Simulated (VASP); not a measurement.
Input of a VASP 6.6.1 run:

File POSCAR:

```
PbSe
1.0
    2.1563906283     -6.1296505315      0.0000000000
    2.1563906283      6.1296505315      0.0000000000
    0.0000000000      0.0000000000      4.4469169913
Pb Se
2 2
Direct
    0.6314992211      0.3685007789      0.7500000000
    0.3685007789      0.6314992211      0.2500000000
    0.8605321771      0.1394678229      0.7500000000
    0.1394678229      0.8605321771      0.2500000000
```

INCAR.step1

```
PREC = Accurate
ENCUT = 520
ISMEAR = 0
SIGMA = 0.01
LREAL = F
LASPH = T
NELM = 60
NBANDS = 28
GGA = PE
ALGO = Normal
EDIFF = 1E-4
LWAVE = T
LCHARG = F
```

The input INCAR.step2:

```
PREC = Accurate
ENCUT = 520
EDIFF = 1E-6
ISMEAR = 0
SIGMA = 0.01
LREAL = F
LASPH = T
NELM = 60
ALGO = Normal
ISIF = 2
LWAVE = F
LCHARG = T
METAGGA = R2SCAN
LMIXTAU = T
LELF = T
LVHAR = T
NBANDS = 28
ISTART = 1
```

The input KPOINTS:

```
regular mesh
0
Gamma
  6 6 4
```

Potentials or basis: VASP PAW PBE potentials, release 64 (Pb_d, Se).

Command:

```sh
$ cat potpaw_PBE.64/Pb_d/POTCAR potpaw_PBE.64/Se/POTCAR > POTCAR
$ cp INCAR.step1 INCAR
$ mpirun -np 1 vasp_std > vasp.out
$ cp INCAR.step2 INCAR
$ mpirun -np 1 vasp_std > vasp.out
```

Q: Predict the pressure.

A: 0.0 GPa.

Q: What does it give for the largest force?

A: 0.012 eV/Å.

Q: What does it give for the band gap on the k mesh?

A: 1.43 eV (least direct gap 1.83 eV).

Forces in eV/Å, atoms in the order of the input:
```
Pb   0.000  0.010  0.000
Pb   0.000 -0.010  0.000
Se   0.000 -0.012  0.000
Se   0.000  0.012  0.000
```

Caveat: the PAW data sets were made with another functional, which shifts forces and pressure a little; spin-orbit coupling is left out, which moves the levels of the heavy elements. A k mesh can miss the band edges.
